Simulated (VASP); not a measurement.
# Hf (P6_3/mmc) in VASP: a series of runs, part 2 of 2

VASP 6.6.1. The steps go on from the part before.

## 4. Single point, PBEsol

This run uses another cell than the first one, of the same volume but with other edges.

File INCAR:

```
PREC = Accurate
ENCUT = 520
EDIFF = 1E-7
ISMEAR = 0
SIGMA = 0.15
LREAL = False
LASPH = True
NELM = 100
ALGO = Fast
ISIF = 2
LWAVE = False
LCHARG = False
GGA = PS
NBANDS = 17
```

File KPOINTS:

```
regular mesh
0
Gamma
  18 18 10
```

File POSCAR:

```
Hf
1.0
    3.4435390971      0.0000000000      0.0000000000
   -1.7217695485      2.9821923370      0.0000000000
    0.0000000000      0.0000000000      4.3586799101
Hf
2
Direct
    0.3333333333      0.6666666667      0.2500000000
    0.6666666667      0.3333333333      0.7500000000
```

Potentials or basis: VASP PAW PBE potentials, release 64 (Hf_pv).

Command:

```
cat potpaw_PBE.64/Hf_pv/POTCAR > POTCAR
mpirun -np 1 vasp_std > vasp.out
```

OUTCAR:

```text
PREC = Accurate
   ENCUT = 520
   EDIFF = 1E-7
   ISMEAR = 0
   LREAL = False
   LASPH = True
   NELM = 100
   ISIF = 2
   GGA = PS

 ion  position               nearest neighbor table
   1  0.333  0.667  0.250-   2 2.95   2 2.95   2 2.95   2 2.95   2 2.95   2 2.95
   2  0.667  0.333  0.750-   1 2.95   1 2.95   1 2.95   1 2.95   1 2.95   1 2.95

  LATTYP: Found a hexagonal cell.
 ALAT       =     3.4435390971
 C/A-ratio  =     1.2657558945

  Lattice vectors:

 A1 = (   3.4435390971,   0.0000000000,   0.0000000000)
 A2 = (  -1.7217695485,   2.9821923370,   0.0000000000)
 A3 = (   0.0000000000,   0.0000000000,   4.3586799101)

Analysis of symmetry for initial positions (statically):
=====================================================================
 Subroutine PRICEL returns:
 Original cell was already a primitive cell.

 Routine SETGRP: Setting up the symmetry group for a
 hexagonal supercell.

 Subroutine GETGRP returns: Found 24 space group operations
 (whereof 12 operations were pure point group operations)
 out of a pool of 24 trial point group operations.

The static configuration has the point symmetry D_3d.
 The point group associated with its full space group is D_6h.

Analysis of symmetry for dynamics (positions and initial velocities):
=====================================================================
 Subroutine PRICEL returns:
 Original cell was already a primitive cell.

 Routine SETGRP: Setting up the symmetry group for a
 hexagonal supercell.

 Subroutine GETGRP returns: Found 24 space group operations
 (whereof 12 operations were pure point group operations)
 out of a pool of 24 trial point group operations.

The dynamic configuration has the point symmetry D_3d.
 The point group associated with its full space group is D_6h.

[... 108 lines left out ...]
   PSTRESS=    0.0 pullay stress
   NELECT =      20.0000    total number of electrons
   NUPDOWN=      -1.0000    fix difference up-down
   EMIN   =  10.00;   EMAX   =-10.00  energy-range for DOS
   EFERMI =   0.00;   METHOD = LEGACY
   ISMEAR =     0;   SIGMA  =   0.15  broadening in eV -4-tet -1-fermi 0-gaus
   EFERMI_NEDOS =   21; number of points for ismear=-14 and -15
   IALGO  =     68    algorithm
   IMIX   =      4    mixing-type and parameters
     AMIX     =   0.40;   BMIX     =  1.00
     AMIX_MAG =   1.60;   BMIX_MAG =  1.00
  volume/ion in A,a.u.               =      22.38       151.03
  Fermi-wavevector in a.u.,A,eV,Ry     =   1.251564  2.365112 21.312324  1.566412
  Thomas-Fermi vector in A             =   2.385505
   LORBIT       =      0    0 simple, 1 ext, 2 COOP (PROOUT), +10 PAW based schemes
   GGA     = PS    functional components
   LHFCALC =     F    Hartree Fock is set to
   AEXX    =    0.0000 exact exchange contribution
   IVDW    =     0    specifies the selected vdW correction
   LEPSILON=     F    determine dielectric tensor
   LRPA    =     F    only Hartree local field effects (RPA)
 non-spin polarized calculation
 RMM-DIIS sequential band-by-band and
 Gauss-broadening in eV      SIGMA  =   0.15
  energy-cutoff  :      520.00
  volume of cell :       44.76
 maximum number of plane-waves:      1219
 NGX is ok and might be reduce to    28

 number of electron      20.0000004 magnetization

 Free energy of the ion-electron system (eV)
  ---------------------------------------------------
  ext. energy  EPLUGINS =         0.00000000
  ---------------------------------------------------
  free energy    TOTEN  =       -20.52196496 eV

  energy without entropy =      -20.50216542  energy(sigma->0) =      -20.51206519

 E-fermi :   4.5922     XC(G=0): -11.3634

 val. band max:        4.5853837016   @ k =   0.3889   0.2222   0.5000
 cond. band min:       4.5926566744   @ k =   0.3333   0.3333   0.5000
 fundamental gap:      0.0072729728
 Fermi energy:         4.5922368075

 k-point     1 :       0.0000    0.0000    0.0000
  band No.  band energies     occupation
      1     -26.5073      2.00000
      2     -25.8356      2.00000
      3     -25.8356      2.00000
      4     -25.4904      2.00000
      5     -25.4904      2.00000
      6     -25.3153      2.00000
[... 457 lines left out ...]
      4     -25.7853      2.00000
      5     -25.6983      2.00000
      6     -25.4893      2.00000
[... 9 lines left out ...]
     16      10.1576      0.00000
     17      10.8815      0.00000

 [... further k-points ...]
[... 5 lines left out ...]
  --------------------------------------------------------------------------------------
  -------------------------------------------------------------------------------------
  Total       -2.3151645     -2.3151645      3.0367419     -0.0000000      0.0000000      0.0000000
  in kB      -82.8698967    -82.8698967    108.6983166     -0.0000000      0.0000000      0.0000000
  external PRESSURE =     -19.0138256 kB  Pullay stress =       0.0000000 kB

 VOLUME and BASIS-vectors are now :
 -----------------------------------------------------------------------------
  energy-cutoff  :      520.00
  volume of cell :       44.76
      direct lattice vectors                 reciprocal lattice vectors
     3.443539097  0.000000000  0.000000000     0.290398910  0.167661889  0.000000000
    -1.721769548  2.982192337  0.000000000     0.000000000  0.335323778  0.000000000
     0.000000000  0.000000000  4.358679910     0.000000000  0.000000000  0.229427263

 POSITION                                       TOTAL-FORCE (eV/Angst)
 -----------------------------------------------------------------------------------
     -0.00000      1.98813      1.08967        -0.000000      0.000000      0.000000
      1.72177      0.99406      3.26901         0.000000     -0.000000      0.000000
 -----------------------------------------------------------------------------------
    total drift:                                0.000000     -0.000000      0.000000

  FREE ENERGIE OF THE ION-ELECTRON SYSTEM (eV)
  ---------------------------------------------------
  free  energy   TOTEN  =       -20.5219649588 eV

  energy  without entropy=      -20.5021654189  energy(sigma->0) =      -20.51206519
```

Run time: 73 s. Hardware: 1 thread of Intel Xeon 6975P-C (Granite Rapids), shared host; peak memory 0.26 GiB.

What came out:

```
Free energy            : -20.5220 eV
Pressure               : -1.9 GPa
Band gap on the k mesh : zero (band 10 reaches 5.53 eV, above the bottom of band 11 at 4.33 eV)
```

Caveat: the PAW data sets were made with another functional, which shifts forces and pressure a little; spin-orbit coupling is left out, which moves the levels of the heavy elements.

## 5. Single point, PBEsol

This run uses another cell than the first one, of the same volume but with other edges.

INCAR: that of step 4 with these lines changed.

```diff
@@ -2,3 +2,3 @@
 ENCUT = 520
-EDIFF = 1E-7
+EDIFF = 1E-6
 ISMEAR = 0
@@ -7,3 +7,3 @@
 LASPH = True
-NELM = 100
+NELM = 80
 ALGO = Fast
```

KPOINTS is that of step 4.

File POSCAR:

```
Hf
1.0
    2.9290080353      0.0000000000      0.0000000000
   -1.4645040177      2.5365953665      0.0000000000
    0.0000000000      0.0000000000      6.0245399270
Hf
2
Direct
    0.3333333333      0.6666666667      0.2500000000
    0.6666666667      0.3333333333      0.7500000000
```

Potentials or basis: VASP PAW PBE potentials, release 64 (Hf_pv).

Command:

```
cat potpaw_PBE.64/Hf_pv/POTCAR > POTCAR
mpirun -np 1 vasp_std > vasp.out
```

OUTCAR:

```text
PREC = Accurate
   ENCUT = 520
   EDIFF = 1E-6
   ISMEAR = 0
   LREAL = False
   LASPH = True
   NELM = 80
   ISIF = 2
   GGA = PS

 ion  position               nearest neighbor table
   1  0.333  0.667  0.250-   2 3.45   2 3.45   2 3.45   2 3.45   2 3.45   2 3.45
   2  0.667  0.333  0.750-   1 3.45   1 3.45   1 3.45   1 3.45   1 3.45   1 3.45

  LATTYP: Found a hexagonal cell.
 ALAT       =     2.9290080353
 C/A-ratio  =     2.0568533286

  Lattice vectors:

 A1 = (   2.9290080353,   0.0000000000,   0.0000000000)
 A2 = (  -1.4645040177,   2.5365953665,   0.0000000000)
 A3 = (   0.0000000000,   0.0000000000,   6.0245399270)

Analysis of symmetry for initial positions (statically):
=====================================================================
 Subroutine PRICEL returns:
 Original cell was already a primitive cell.

 Routine SETGRP: Setting up the symmetry group for a
 hexagonal supercell.

 Subroutine GETGRP returns: Found 24 space group operations
 (whereof 12 operations were pure point group operations)
 out of a pool of 24 trial point group operations.

The static configuration has the point symmetry D_3d.
 The point group associated with its full space group is D_6h.

Analysis of symmetry for dynamics (positions and initial velocities):
=====================================================================
 Subroutine PRICEL returns:
 Original cell was already a primitive cell.

 Routine SETGRP: Setting up the symmetry group for a
 hexagonal supercell.

 Subroutine GETGRP returns: Found 24 space group operations
 (whereof 12 operations were pure point group operations)
 out of a pool of 24 trial point group operations.

The dynamic configuration has the point symmetry D_3d.
 The point group associated with its full space group is D_6h.

[... 108 lines left out ...]
   PSTRESS=    0.0 pullay stress
   NELECT =      20.0000    total number of electrons
   NUPDOWN=      -1.0000    fix difference up-down
   EMIN   =  10.00;   EMAX   =-10.00  energy-range for DOS
   EFERMI =   0.00;   METHOD = LEGACY
   ISMEAR =     0;   SIGMA  =   0.15  broadening in eV -4-tet -1-fermi 0-gaus
   EFERMI_NEDOS =   21; number of points for ismear=-14 and -15
   IALGO  =     68    algorithm
   IMIX   =      4    mixing-type and parameters
     AMIX     =   0.40;   BMIX     =  1.00
     AMIX_MAG =   1.60;   BMIX_MAG =  1.00
  volume/ion in A,a.u.               =      22.38       151.03
  Fermi-wavevector in a.u.,A,eV,Ry     =   1.251564  2.365112 21.312324  1.566412
  Thomas-Fermi vector in A             =   2.385505
   LORBIT       =      0    0 simple, 1 ext, 2 COOP (PROOUT), +10 PAW based schemes
   GGA     = PS    functional components
   LHFCALC =     F    Hartree Fock is set to
   AEXX    =    0.0000 exact exchange contribution
   IVDW    =     0    specifies the selected vdW correction
   LEPSILON=     F    determine dielectric tensor
   LRPA    =     F    only Hartree local field effects (RPA)
 non-spin polarized calculation
 RMM-DIIS sequential band-by-band and
 Gauss-broadening in eV      SIGMA  =   0.15
  energy-cutoff  :      520.00
  volume of cell :       44.76
 maximum number of plane-waves:      1247
 NGX is ok and might be reduce to    24

 number of electron      20.0000000 magnetization

 Free energy of the ion-electron system (eV)
  ---------------------------------------------------
  ext. energy  EPLUGINS =         0.00000000
  ---------------------------------------------------
  free energy    TOTEN  =       -20.44543143 eV

  energy without entropy =      -20.42737470  energy(sigma->0) =      -20.43640306

 E-fermi :   4.4826     XC(G=0): -11.3364

 val. band max:        4.4777988716   @ k =   0.1667   0.0556   0.0000
 cond. band min:       4.4838673995   @ k =   0.1111   0.1111   0.1000
 fundamental gap:      0.0060685279
 Fermi energy:         4.4825608098

 k-point     1 :       0.0000    0.0000    0.0000
  band No.  band energies     occupation
      1     -25.9969      2.00000
      2     -25.5909      2.00000
      3     -25.1600      2.00000
      4     -25.1600      2.00000
      5     -25.1352      2.00000
      6     -25.1352      2.00000
[... 457 lines left out ...]
      4     -25.5509      2.00000
      5     -25.5323      2.00000
      6     -25.5035      2.00000
[... 9 lines left out ...]
     16      10.1387      0.00000
     17      13.0083      0.00000

 [... further k-points ...]
[... 5 lines left out ...]
  --------------------------------------------------------------------------------------
  -------------------------------------------------------------------------------------
  Total        1.0099335      1.0099335     -4.2621828     -0.0000000     -0.0000000      0.0000000
  in kB       36.1499504     36.1499504   -152.5622237     -0.0000000     -0.0000000      0.0000000
  external PRESSURE =     -26.7541076 kB  Pullay stress =       0.0000000 kB

 VOLUME and BASIS-vectors are now :
 -----------------------------------------------------------------------------
  energy-cutoff  :      520.00
  volume of cell :       44.76
      direct lattice vectors                 reciprocal lattice vectors
     2.929008035  0.000000000  0.000000000     0.341412515  0.197114607  0.000000000
    -1.464504018  2.536595366  0.000000000     0.000000000  0.394229215  0.000000000
     0.000000000  0.000000000  6.024539927     0.000000000  0.000000000  0.165987779

 POSITION                                       TOTAL-FORCE (eV/Angst)
 -----------------------------------------------------------------------------------
     -0.00000      1.69106      1.50613         0.000000      0.000000      0.000000
      1.46450      0.84553      4.51840        -0.000000     -0.000000      0.000000
 -----------------------------------------------------------------------------------
    total drift:                               -0.000000      0.000000     -0.000000

  FREE ENERGIE OF THE ION-ELECTRON SYSTEM (eV)
  ---------------------------------------------------
  free  energy   TOTEN  =       -20.4454314326 eV

  energy  without entropy=      -20.4273746973  energy(sigma->0) =      -20.43640306
```

stdout:

```text
POSCAR found type information on POSCAR Hf
 POSCAR found :  1 types and       2 ions
 scaLAPACK will be used
 -----------------------------------------------------------------------------
|                                                                             |
|                                                                             |
|     You enforced a specific xc type in the INCAR file but a different       |
|     I HOPE YOU KNOW WHAT YOU ARE DOING!                                     |
|                                                                             |
 -----------------------------------------------------------------------------

 LDA part: xc-table for (Slater+PW92), standard interpolation
 POSCAR, INCAR and KPOINTS ok, starting setup
 FFT: planning ... GRIDC
 FFT: planning ... GRID_SOFT
 FFT: planning ... GRID
 WAVECAR not read
 entering main loop
```

It took 64 s on 1 thread of Intel Xeon 6975P-C (Granite Rapids), shared host; peak memory 0.27 GiB.

Results:

| Property | Result |
| --- | --- |
| Free energy | -20.4454 eV |
| Pressure | -2.7 GPa |
| Band gap on the k mesh | zero (band 10 reaches 4.54 eV, above the bottom of band 11 at 4.47 eV) |

Levels at points of the mesh, in eV from the Fermi level:
| k point | band 6 | band 7 | band 8 | band 9 | band 10 | band 11 | band 12 | band 13 | band 14 | band 15 |
| --- | --- | --- | --- | --- | --- | --- | --- | --- | --- | --- |
| (0.00, 0.00, 0.00) | -29.62 | -7.08 | -4.40 | -0.78 | -0.61 | 1.81 | 1.81 | 2.08 | 2.08 | 4.97 |
| (0.50, 0.00, 0.00) | -29.90 | -3.08 | -2.84 | -2.22 | -0.17 | 0.61 | 0.91 | 2.91 | 5.72 | 6.19 |
| (0.00, 0.00, 0.50) | -29.63 | -5.80 | -5.80 | -0.92 | -0.92 | 1.90 | 1.90 | 1.90 | 1.90 | 5.64 |
| (0.50, 0.00, 0.50) | -29.92 | -3.19 | -3.19 | -1.47 | -1.47 | 1.94 | 1.94 | 4.03 | 4.03 | 5.01 |

Caveat: the PAW data sets were made with another functional, which shifts forces and pressure a little; spin-orbit coupling is left out, which moves the levels of the heavy elements.

## 6. The runs side by side

| cell | further INCAR settings | gap on the mesh (eV) | pressure (GPa) |
| --- | --- | --- | --- |
| a = 3.240, b = 3.240, c = 4.922 Å, angles 90.0, 90.0, 120.0°, 2 atoms | ALGO = Fast; EDIFF = 1e-07; NBANDS = 17 | none | -3.9 |
| a = 3.145, b = 3.145, c = 5.225 Å, angles 90.0, 90.0, 120.0°, 2 atoms | ALGO = Fast; EDIFF = 1e-06; NBANDS = 17 | none | -3.9 |
| a = 3.444, b = 3.444, c = 4.359 Å, angles 90.0, 90.0, 120.0°, 2 atoms | ALGO = Fast; EDIFF = 1e-07; NBANDS = 17 | none | -1.9 |
| a = 2.929, b = 2.929, c = 6.025 Å, angles 90.0, 90.0, 120.0°, 2 atoms | ALGO = Fast; EDIFF = 1e-06; NBANDS = 17 | none | -2.7 |

Alike in all rows: task single point; level PBEsol; potentials or basis VASP PAW PBE potentials, release 64 (Hf_pv); no spin polarisation; k mesh 18 × 18 × 10; cutoff (eV) 520; smearing gaussian 0.15 eV.

Caveats: the PAW data sets were made with another functional, which shifts forces and pressure a little; spin-orbit coupling is left out, which moves the levels of the heavy elements.

Absolute energies hang on the potentials; compare differences alone.
